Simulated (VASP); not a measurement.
# BeAl35N35 (a cell with a defect) (Be_Al-V_N) in VASP: notebook

Aim: see how the results for BeAl35N35 (a cell with a defect) (Be_Al-V_N) move with the level of theory and the settings. Levels: r2SCAN, PBE. Tasks: single point.

All numbers are computed with VASP 6.6.1; they aren't measurements. Logs are shortened: lines on timing, memory, paths and dates and some standing lists are left out, and cuts for length are marked.

## 1. The cell of the first run

The cell holds a defect, 71 atoms: a = 9.389 Å, b = 9.389 Å, c = 10.035 Å, α = 90.00°, β = 90.00°, γ = 120.00°.

## 2. Single point, r2SCAN, collinear spin

File POSCAR:

```
BeAl35N35
1.0
    9.3892708692      0.0000000866      0.0000000000
   -4.6946355096      8.1313470524      0.0000000000
    0.0000000000      0.0000000000     10.0348065929
Al N Be
35 35 1
Direct
    0.2225679554      0.1105978544      0.2485304321
    0.0994784993      0.2037864741      0.5037552310
    0.2238806364      0.1107956254      0.7501263581
    0.1093952802      0.2198853325      0.9958996555
    0.2202324427      0.4431592473      0.2243218494
    0.0995980000      0.5618932539      0.5038888855
    0.2276710060      0.4470163087      0.7458440677
    0.1094432982      0.5559340174      0.9958897845
    0.2226061030      0.7781722855      0.2484698368
    0.1112714428      0.8886840139      0.4997963572
    0.2239781293      0.7795360236      0.7502314804
    0.1103819051      0.8883842427      0.9996678518
    0.5537356904      0.1100539748      0.2502233273
    0.4451818275      0.2268716267      0.5007315674
    0.5544612999      0.1104375306      0.7500723511
    0.4448339082      0.2230676655      1.0001005154
    0.5534984886      0.4454903313      0.2541400961
    0.5552574896      0.4446482667      0.7474380743
    0.4466301751      0.5565887723      0.9966781724
    0.5535984563      0.7743888183      0.2542219904
    0.4453198426      0.8847257281      0.5007728195
    0.5553231471      0.7770685778      0.7474649908
    0.4449033768      0.8882882331      1.0001451066
    0.8849631421      0.1086341036      0.2483842401
    0.7737243399      0.2198798401      0.5004248336
    0.8866099383      0.1102009234      0.7504207155
    0.7761044634      0.2212224926      0.9996816881
    0.8850139054      0.4424780618      0.2482927172
    0.7749145201      0.5561010887      0.4998562171
    0.8866307809      0.4426113834      0.7504558013
    0.7763108292      0.5552335269      0.9997966806
    0.8881561118      0.7771430122      0.2493477872
    0.7749672045      0.8851965795      0.4997743803
    0.8890916581      0.7776611521      0.7500899635
    0.7763258783      0.8874259056      0.9998080211
    0.2218794664      0.1127233216      0.4393468971
    0.1085754688      0.2194582809      0.1897076105
    0.2217891220      0.1108987298      0.9401797873
    0.1114733002      0.2229273545      0.6893601736
    0.1086683799      0.5548432593      0.1895847169
    0.2221563942      0.4445272162      0.9396534087
    0.1115459305      0.5544703518      0.6895416433
    0.2220706982      0.7758571874      0.4393472593
    0.1110836719      0.8883813055      0.1904635978
    0.2218697771      0.7778827413      0.9402649701
    0.1118994117      0.8888379444      0.6897226678
    0.5522803750      0.1095693499      0.4408773885
    0.4444139821      0.2233251401      0.1915206617
    0.5542205220      0.1106069459      0.9408492534
    0.4444777890      0.2218288530      0.6904266215
    0.5514041927      0.4509625671      0.4443103385
    0.4429395631      0.5544879128      0.1890927665
    0.5550659973      0.4444954181      0.9385903627
    0.4471133190      0.5565814200      0.6823965629
    0.5519538853      0.7675722431      0.4445173538
    0.4444848896      0.8869456469      0.1915742631
    0.5551172174      0.7775915426      0.9386164204
    0.4445155480      0.8885478512      0.6904852407
    0.8853716039      0.1093483613      0.4393730608
    0.7762942038      0.2209725098      0.1902491414
    0.8874740957      0.1103948531      0.9403080195
    0.7771634699      0.2214210184      0.6902400373
    0.8852682687      0.4423372543      0.4392672622
    0.7754943622      0.5545494229      0.1909037321
    0.8874856616      0.4439229620      0.9403025681
    0.7791486624      0.5555885434      0.6898877247
    0.8900417817      0.7784232334      0.4401587646
    0.7755399740      0.8866599938      0.1908836871
    0.8884278197      0.7776546525      0.9405729591
    0.7791718890      0.8892373468      0.6898523675
    0.4945611963      0.5806538324      0.5162841421
```

File INCAR.step1:

```
PREC = Accurate
ENCUT = 580
ISMEAR = -1
SIGMA = 0.01
LREAL = Auto
LASPH = T
NELM = 200
ISPIN = 2
MAGMOM = 0 0.02 0 0 0.01 0.02 0 0 0 0 0 0 0 0 0 0 0 0 0 0 0 0 0 0 0 0 0 0 0 0 0 0 0 0 0 0.02 0.03 0 0.03 0.03 0 0.03 0.02 0 0 0 0 0 0 0 0.01 0.01 0 0.01 0.02 0 0 0 0.04 0 0 0 0.03 0 0 0 0 0 0 0 0
NUPDOWN = 1.0
NBANDS = 186
NELECT = 281.0
GGA = PE
ALGO = Normal
EDIFF = 1E-5
LWAVE = T
LCHARG = F
GGA_COMPAT = F
NCORE = 4
```

File INCAR.step2:

```
PREC = Accurate
ENCUT = 580
EDIFF = 1E-6
ISMEAR = -1
SIGMA = 0.01
LREAL = Auto
LASPH = T
NELM = 200
ALGO = Normal
ISIF = 2
LWAVE = F
LCHARG = F
ISPIN = 2
MAGMOM = 0 0.02 0 0 0.01 0.02 0 0 0 0 0 0 0 0 0 0 0 0 0 0 0 0 0 0 0 0 0 0 0 0 0 0 0 0 0 0.02 0.03 0 0.03 0.03 0 0.03 0.02 0 0 0 0 0 0 0 0.01 0.01 0 0.01 0.02 0 0 0 0.04 0 0 0 0.03 0 0 0 0 0 0 0 0
LORBIT = 11
NUPDOWN = 1.0
METAGGA = R2SCAN
LMIXTAU = T
NBANDS = 186
NELECT = 281.0
ISTART = 1
GGA_COMPAT = F
NCORE = 4
```

File KPOINTS:

```
Automatic mesh
0
Gamma
  1 1 1
  0.25 0.25 0.25
```

Potentials or basis: VASP PAW PBE potentials, release 64 (Al, N, Be).

The run is started by

```console
> cat potpaw_PBE.64/Al/POTCAR potpaw_PBE.64/N/POTCAR potpaw_PBE.64/Be/POTCAR > POTCAR
> cp INCAR.step1 INCAR
> mpirun -np 4 vasp_std > vasp.out
> cp INCAR.step2 INCAR
> mpirun -np 4 vasp_std > vasp.out
```

OUTCAR:

```text
PREC = Accurate
   ENCUT = 580
   EDIFF = 1E-6
   ISMEAR = -1
   LREAL = Auto
   LASPH = T
   NELM = 200
   ISIF = 2
   ISPIN = 2
   LORBIT = 11
   NUPDOWN = 1.0
   METAGGA = R2SCAN
   NELECT = 281.0
   ISTART = 1

 ion  position               nearest neighbor table
   1  0.223  0.111  0.249-  48 1.89  44 1.90  37 1.91  36 1.91  16 3.08  12 3.08  10 3.10   2 3.11
                            14 3.11  13 3.11   4 3.11   9 3.12  17 3.13  32 3.14   5 3.14  24 3.16
   2  0.099  0.204  0.504-  36 1.86  59 1.86  39 1.87  10 3.02  33 3.02  26 3.02   3 3.04  24 3.10
                             1 3.11   7 3.13  25 3.14  14 3.14   6 3.36
   3  0.224  0.111  0.750-  50 1.89  46 1.90  38 1.91  39 1.92   2 3.04   4 3.06  14 3.08  16 3.09
                            12 3.09  10 3.09  15 3.11  11 3.11  18 3.12  34 3.14   7 3.14  26 3.16
   4  0.109  0.220  0.996-  38 1.89  61 1.89  41 1.91  37 1.94   5 2.92  26 3.06   3 3.06   1 3.11
                             7 3.12  12 3.12  24 3.12  35 3.12  16 3.13  27 3.14   8 3.16  19 3.16
   5  0.220  0.443  0.224-  52 1.85  40 1.85  37 1.85   4 2.92   8 2.93  19 2.93  17 3.13  20 3.13
                             1 3.14   9 3.14  28 3.15  24 3.15
   6  0.100  0.562  0.504-  43 1.86  63 1.86  42 1.87  10 3.02  29 3.02  30 3.02  11 3.04  28 3.10
                             9 3.11   7 3.13  25 3.14  21 3.14   2 3.36
   7  0.228  0.447  0.746-  54 1.89  42 1.90  39 1.91  41 1.95  19 3.08  18 3.09  22 3.09   8 3.12
                             4 3.12   6 3.13   2 3.13   3 3.14  11 3.14  30 3.18  26 3.18
   8  0.109  0.556  0.996-  65 1.89  45 1.89  41 1.91  40 1.94   5 2.93  30 3.06  11 3.06   9 3.11
                             7 3.12  12 3.12  28 3.12  31 3.12  23 3.14  27 3.14   4 3.16  19 3.16
   9  0.223  0.778  0.248-  56 1.89  44 1.89  40 1.91  43 1.92  23 3.08  12 3.08  10 3.10   6 3.11
                            13 3.11   8 3.11  21 3.11   1 3.12  20 3.13  32 3.14   5 3.14  28 3.16
  10  0.111  0.889  0.500-  67 1.90  46 1.91  43 1.92  36 1.92   6 3.02   2 3.02  11 3.09  34 3.09
                             3 3.09  32 3.10   1 3.10   9 3.10  29 3.14  33 3.14  21 3.16  14 3.16
  11  0.224  0.780  0.750-  58 1.89  46 1.90  45 1.91  42 1.93   6 3.04   8 3.06  21 3.08  23 3.08
                            12 3.09  10 3.09  15 3.10   3 3.11  22 3.12  34 3.14   7 3.14  30 3.17
  12  0.110  0.888  1.000-  69 1.90  45 1.90  38 1.91  44 1.91   1 3.08   9 3.08  34 3.08  11 3.09
                             3 3.09  32 3.09   8 3.12   4 3.12  35 3.13  31 3.13  16 3.14  23 3.14
  13  0.554  0.110  0.250-  48 1.90  60 1.91  56 1.91  47 1.91  25 3.08  23 3.09  16 3.09  27 3.10
                            14 3.11  21 3.11   1 3.11   9 3.11  28 3.12  24 3.12  17 3.15  20 3.15
  14  0.445  0.227  0.501-  50 1.90  51 1.91  36 1.92  47 1.92  18 3.04  17 3.05   3 3.08  29 3.09
                            15 3.10  13 3.11   1 3.11  25 3.12   2 3.14  10 3.16  21 3.21
  15  0.554  0.110  0.750-  50 1.90  58 1.90  62 1.91  49 1.91  25 3.07  27 3.09  23 3.09  16 3.09
[... 74 lines left out ...]
  69  0.888  0.778  0.941-  35 1.90  12 1.90  31 1.90  34 1.91
  70  0.779  0.889  0.690-  26 1.90  34 1.90  33 1.91  22 1.91
  71  0.495  0.581  0.516-  54 1.71  51 1.71  55 1.72  33 2.76  29 2.76  22 2.84  18 2.84

  LATTYP: Found a hexagonal cell.
 ALAT       =     9.3892708692
 C/A-ratio  =     1.0687524870

  Lattice vectors:

 A1 = (   9.3892708692,   0.0000000866,   0.0000000000)
 A2 = (  -4.6946355096,   8.1313470524,   0.0000000000)
 A3 = (   0.0000000000,   0.0000000000,  10.0348065929)

Analysis of symmetry for initial positions (statically):
=====================================================================
 Subroutine PRICEL returns:
 Original cell was already a primitive cell.

 Routine SETGRP: Setting up the symmetry group for a
 hexagonal supercell.

 Subroutine GETGRP returns: Found  1 space group operations
 (whereof  1 operations were pure point group operations)
 out of a pool of 24 trial point group operations.

[... 32 lines left out ...]
  ---------------------------------------------------
  free energy    TOTEN  =      -682.64779774 eV

  energy without entropy =     -682.64779774  energy(sigma->0) =     -682.64779774

 E-fermi :   5.5560     XC(G=0): -11.1946

 val. band max:        6.2990421848   @ k =   0.2500   0.5000   0.2500
 cond. band min:       7.8984401934   @ k =  -0.2500  -0.2500   0.2500
 fundamental gap:      1.5993980086
 Fermi energy:         6.5667620925

 spin component 1

 k-point     1 :       0.2500    0.2500    0.2500
  band No.  band energies     occupation
      1     -10.0110      1.00000
      2      -9.7151      1.00000
      3      -9.6835      1.00000
      4      -9.5643      1.00000
      5      -9.3124      1.00000
      6      -9.2608      1.00000
[... 919 lines left out ...]
    151      11.9405      0.00000
    152      12.0135      0.00000
 Fermi energy:         5.5560211425

 spin component 2

 k-point     1 :       0.2500    0.2500    0.2500
  band No.  band energies     occupation
      1      -9.9946      1.00000
      2      -9.6991      1.00000
      3      -9.6700      1.00000
      4      -9.5469      1.00000
      5      -9.2961      1.00000
      6      -9.2455      1.00000
[... 919 lines left out ...]
    151      11.9545      0.00000
    152      12.0277      0.00000
 [bands above 152 left out]

------------------------ aborting loop because EDIFF is reached ----------------------------------------

  FORCE on cell =-STRESS in cart. coord.  units (eV):
  Direction    XX          YY          ZZ          XY          YZ          ZX
  --------------------------------------------------------------------------------------
  -------------------------------------------------------------------------------------
  Total      -33.1473507    -36.4628606    -33.0707933      1.4033318      0.8955233      1.5801829
  in kB      -69.3195972    -76.2531774    -69.1594962      2.9347261      1.8727684      3.3045670
  external PRESSURE =     -71.5774236 kB  Pullay stress =       0.0000000 kB

 VOLUME and BASIS-vectors are now :
 -----------------------------------------------------------------------------
  energy-cutoff  :      580.00
  volume of cell :      766.13
      direct lattice vectors                 reciprocal lattice vectors
     9.389270869  0.000000087  0.000000000     0.106504542  0.061490427  0.000000000
    -4.694635510  8.131347052  0.000000000    -0.000000001  0.122980853  0.000000000
     0.000000000  0.000000000 10.034806593     0.000000000  0.000000000  0.099653141

 POSITION                                       TOTAL-FORCE (eV/Angst)
 -----------------------------------------------------------------------------------
      1.57053      0.89931      2.49395         0.031893     -0.020795      0.010930
     -0.02267      1.65706      5.05509        -0.003935     -0.168402      0.080632
      1.58193      0.90092      7.52737         0.041562     -0.010988      0.007037
     -0.00514      1.78796      9.99366        -0.028024      0.001334      0.013999
     -0.01265      3.60348      2.25103         0.030434     -0.013152     -0.180089
     -1.70273      4.56895      5.05643        -0.169693      0.102776      0.050138
[... 63 lines left out ...]
      3.14121      7.23070      6.92254        -0.045846      0.022016     -0.012306
      1.91761      4.72150      5.18081         0.020653      0.003059      0.030345
 -----------------------------------------------------------------------------------
    total drift:                               -0.003669      0.000272     -0.179440

  FREE ENERGIE OF THE ION-ELECTRON SYSTEM (eV)
  ---------------------------------------------------
  free  energy   TOTEN  =      -682.6477977353 eV

  energy  without entropy=     -682.6477977353  energy(sigma->0) =     -682.64779774

 total charge

# of ion       s       p       d       tot
------------------------------------------
    1        0.363   0.435   0.000   0.798
    2        0.382   0.418   0.000   0.800
    3        0.363   0.434   0.000   0.798
    4        0.364   0.435   0.000   0.799
    5        0.386   0.425   0.000   0.812
    6        0.382   0.417   0.000   0.798
[... 63 lines left out ...]
   70        1.228   2.651   0.000   3.879
   71        0.424   0.697   0.000   1.122
--------------------------------------------------
tot         56.173 108.463   0.000 164.636

 magnetization (x)

# of ion       s       p       d       tot
------------------------------------------
    1       -0.000  -0.000   0.000  -0.000
    2        0.010   0.028   0.000   0.038
    3        0.000   0.001   0.000   0.001
    4        0.001   0.001   0.000   0.002
    5        0.003   0.017   0.000   0.020
    6        0.010   0.028   0.000   0.038
[... 63 lines left out ...]
   70        0.000   0.000   0.000   0.001
   71       -0.001   0.001   0.000   0.001
--------------------------------------------------
tot          0.045   0.309   0.000   0.354
```

Wall time 25 min (4 MPI ranks of Intel Xeon 6975P-C (Granite Rapids), shared host); peak memory 0.69 GiB.

What came out:

```yaml
Free_energy: -682.6478 eV
Largest_force: 0.229 eV/Å
Net_moment: 1.00 μB per cell
Site_moments: Al -0.00, +0.04, +0.00, +0.02; N +0.02, +0.00, -0.00, +0.01, +0.03; Be +0.00 μB
Valence_electrons_inside_the_program's_atomic_spheres: Al 0.80, 0.81, 0.78, 0.79; N 3.88, 3.87, 3.86; Be 1.12
```

Forces in eV/Å, atoms in the order of the input:
```
Al   0.032 -0.021  0.011
Al  -0.004 -0.168  0.081
Al   0.042 -0.011  0.007
Al  -0.028  0.001  0.014
Al   0.030 -0.013 -0.180
Al  -0.170  0.103  0.050
Al   0.015 -0.026  0.012
Al  -0.035  0.017  0.010
Al   0.028 -0.009  0.013
Al  -0.009  0.024 -0.019
Al   0.036 -0.002  0.006
Al  -0.026  0.017  0.005
Al   0.029 -0.015  0.009
Al  -0.034 -0.003  0.015
Al   0.026 -0.016  0.004
Al  -0.020  0.011  0.000
Al   0.023 -0.010 -0.002
Al   0.030 -0.026  0.013
Al  -0.022  0.017  0.005
Al   0.024 -0.018 -0.006
Al  -0.044  0.013  0.015
Al   0.022 -0.007  0.017
Al  -0.026  0.020  0.002
Al   0.020 -0.022  0.004
Al  -0.035  0.015  0.000
Al   0.015 -0.017  0.013
Al  -0.033  0.010  0.003
Al   0.014 -0.017  0.009
Al  -0.021 -0.008 -0.013
Al   0.016 -0.025  0.009
Al  -0.031  0.012  0.001
Al   0.019 -0.016  0.002
Al  -0.001  0.012  0.023
Al   0.025 -0.018  0.010
Al  -0.034  0.014  0.000
N   -0.004 -0.039  0.015
N   -0.026  0.081 -0.019
N    0.029 -0.022 -0.012
N   -0.026  0.011 -0.031
N   -0.001  0.006  0.002
N    0.045 -0.020  0.018
N   -0.045  0.026 -0.056
N   -0.018 -0.066  0.022
N   -0.036  0.026 -0.011
N    0.035 -0.042 -0.016
N   -0.037  0.022 -0.014
N    0.066 -0.009 -0.009
N   -0.053  0.009 -0.009
N    0.048 -0.018 -0.008
N   -0.050  0.027 -0.003
N    0.215 -0.066 -0.042
N   -0.074 -0.015 -0.008
N    0.032 -0.014  0.004
N   -0.032  0.017  0.174
N    0.021  0.150 -0.084
N   -0.055  0.016 -0.008
N    0.042 -0.038  0.003
N   -0.042  0.015 -0.009
N    0.045 -0.001 -0.006
N   -0.033  0.029 -0.010
N    0.053 -0.009 -0.016
N   -0.038  0.028 -0.010
N    0.052  0.041  0.023
N   -0.024  0.028 -0.006
N    0.055 -0.013 -0.010
N   -0.051  0.026 -0.020
N    0.038 -0.036  0.001
N   -0.028  0.030  0.002
N    0.045 -0.025 -0.008
N   -0.046  0.022 -0.012
Be   0.021  0.003  0.030
```

Caveat: the k points lie up to 0.77 Å⁻¹ apart; the cell carries a net charge on a neutralising background, which shifts energy and pressure; the cell is charged against a uniform background, so pressure and absolute levels hang on convention; the PAW data sets were made with another functional, which shifts forces and pressure a little; the total moment is fixed, so each spin has its own Fermi level.

(Part 1 of 2 ends here.)
